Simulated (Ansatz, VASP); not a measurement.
## Ga in VASP and in Ansatz

INCAR

```
SYSTEM = Ga
  PREC = Accurate
  ENCUT = 500
  EDIFF = 1E-6
  ISMEAR = -1
  SIGMA = 0.15
  LREAL = .FALSE.
  LASPH = .TRUE.
  NELM = 120
  ALGO = Normal
  ISIF = 2
  LWAVE = .FALSE.
  LCHARG = .FALSE.
  GGA = PS
  NBANDS = 12
  GGA_COMPAT = .FALSE.
```

The input KPOINTS:

```
regular mesh
0
G
  15 15 15
  0 0 0
```

Contents of POSCAR:

```
Ga
1.0
   -1.4040000000      1.4040000000      2.2290000000
    1.4040000000     -1.4040000000      2.2290000000
    1.4040000000      1.4040000000     -2.2290000000
Ga
1
Direct
    0.0000000000      0.0000000000      0.0000000000
```

Input for Ansatz:

```yaml
crystal:
  lattice:
    - [-1.404, 1.404, 2.229]
    - [1.404, -1.404, 2.229]
    - [1.404, 1.404, -2.229]
  atoms:
    - { symbol: Ga, position: [0.0, 0.0, 0.0] }
kpoints:
  mp_grid:
    grid: [15, 15, 15]
hamiltonian:
  xc: pbesol
  pseudopotentials:
    kind: all_electron
    lapw: {}
scf:
  occupations:
    method: fermi_dirac
    width: 0.15
output:
  forces: true
  stress: true
  eigenvalues: true
```

Alike in both runs: task single point; functional PBEsol; k mesh 15 × 15 × 15; occupations fermi-dirac, width 0.15 eV; no spin polarisation.

|  | VASP | Ansatz |
| --- | --- | --- |
| version | VASP 6.6.1 | Ansatz 0.2.0 |
| potentials or method | VASP PAW PBE potentials, release 64 (Ga_d), cutoff 500 eV | all-electron (LAPW or listed datasets) |

|  | VASP | Ansatz | Ansatz less VASP |
| --- | --- | --- | --- |
| gap on the k mesh at the Fermi level (eV) | none | none | - |
| pressure (GPa) | 0.7 | 0.7 | +0.01 |
| traceless stress, the component that is largest in VASP (GPa) | -0.46 | -0.45 | +0.005 |

VASP's potentials were made for PBE, not for PBEsol. A gap of «none» marks a metal or a gap that the smearing closes. Ansatz ran all-electron here, and VASP with PAW potentials.
